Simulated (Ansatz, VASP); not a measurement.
**Two plane-wave programs on MgO**

INCAR

```
SYSTEM = MgO
PREC = Accurate ; ENCUT = 520
EDIFF = 1E-6 ; ISMEAR = 0
SIGMA = 0.05 ; LREAL = .FALSE.
LASPH = .TRUE. ; NELM = 60
ALGO = Normal ; ISIF = 2
LWAVE = .FALSE. ; LCHARG = .FALSE.
GGA = PS ; NBANDS = 26
```

Contents of KPOINTS:

```
Automatic mesh
0
G
  6 6 6
  0 0 0
```

POSCAR

```
MgO
1.0
    4.2703000000      0.0000000000      0.0000000000
    0.0000000000     -4.2703000000      0.0000000000
    0.0000000000      0.0000000000     -4.2703000000
Mg O
4 4
Direct
   -0.0331174288      0.5331174288      0.5000000000
    0.5000000000      0.0000000000      0.5000000000
    0.5000000000      0.5000000000      0.0000000000
    0.0000000000      0.0000000000      0.0000000000
    0.5000000000      0.0000000000      0.0000000000
    0.0000000000      0.5000000000      0.0000000000
    0.0000000000      0.0000000000      0.5000000000
    0.5000000000      0.5000000000      0.5000000000
```

Input for Ansatz:

```yaml
crystal:
  lattice:
    - [4.2703, 0.0, 0.0]
    - [0.0, -4.2703, 0.0]
    - [0.0, 0.0, -4.2703]
  atoms:
    - { symbol: Mg, position: [-0.0331174288, 0.5331174288, 0.5] }
    - { symbol: Mg, position: [0.5, 0.0, 0.5] }
    - { symbol: Mg, position: [0.5, 0.5, 0.0] }
    - { symbol: Mg, position: [0.0, 0.0, 0.0] }
    - { symbol: O, position: [0.5, 0.0, 0.0] }
    - { symbol: O, position: [0.0, 0.5, 0.0] }
    - { symbol: O, position: [0.0, 0.0, 0.5] }
    - { symbol: O, position: [0.5, 0.5, 0.5] }
basis:
  ecutwfc: 420
kpoints:
  mp_grid: { grid: [6, 6, 6] }
hamiltonian:
  xc: pbesol
scf:
  occupations: { method: gaussian, width: 0.05 }
output:
  forces: true
  stress: true
  eigenvalues: true
```

Alike in both runs: task single point; functional PBEsol; k mesh 6 × 6 × 6; occupations gaussian, width 0.05 eV; no spin polarisation.

|  | VASP | Ansatz |
| --- | --- | --- |
| version | VASP 6.6.1 | Ansatz 0.2.0 |
| potentials or method | VASP PAW PBE potentials, release 64 (Mg, O), cutoff 520 eV | scalar-relativistic, plane waves, PAW |
| valence electrons in the cell | 32 | 64 |

```tsv
	VASP	Ansatz	Ansatz less VASP
gap on the k mesh at the Fermi level (eV)	4.24	4.24	0.000
least direct gap on the mesh (eV)	4.24	4.24	0.000
pressure (GPa)	-5.3	-4.7	+0.54
traceless stress, the component that is largest in VASP (GPa)	-0.94	-0.92	+0.012
rms of the force components (eV/Å)	0.409	0.405	-0.0040
```

VASP's potentials were made for PBE, not for PBEsol. Atom by atom the forces differ by 0.004 eV/Å (rms over components). VASP's potentials hold 32 valence electrons a cell and Ansatz's 64, so a difference there can come from the potentials and not from the codes.
